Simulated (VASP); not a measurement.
The system is Ag.

```
Ag
1.0
     0.00000    2.04275    2.04275
     2.04275    0.00000    2.04275
     2.04275    2.04275    0.00000
Ag
1
Direct
  0.00000 0.00000 0.00000
```

- Program: VASP 6.6.1
- Task: relaxation of cell and atoms
- Functional: LDA
- Potentials or basis: VASP PAW LDA potentials, release 64 (Ag)
- Cutoff: 600 eV
- k mesh: 7 × 7 × 7
- Occupations: gaussian, width 0.1 eV
- Spin: no spin polarisation

At the start: pressure -7.5 GPa; volume 17.05 Å³/atom.

Q: Where does the relaxation end?

A: Over 3 steps the energy falls by 26.8 meV/atom and the volume is 16.00 Å³/atom (-6.2 %); space group Fm-3m (No. 225, to 0.1 Å) before and after.

The path:
```tsv
step	energy change (eV)	largest force (eV/Å)	pressure (GPa)	volume (Å³)
1	0.0000	0.0000	-7.55	17.05
2	-0.0046	0.0000	8.94	15.14
3	-0.0268	0.0000	-0.08	16.00
```

Final structure:
```
Ag
1.0
     0.00000    1.99988    1.99988
     1.99988    0.00000    1.99988
     1.99988    1.99988    0.00000
Ag
1
Direct
  0.00000 0.00000 0.00000
```

Caveat: the k points lie up to 0.39 Å⁻¹ apart in the final cell, too coarse for converged energies and pressures of a metal.
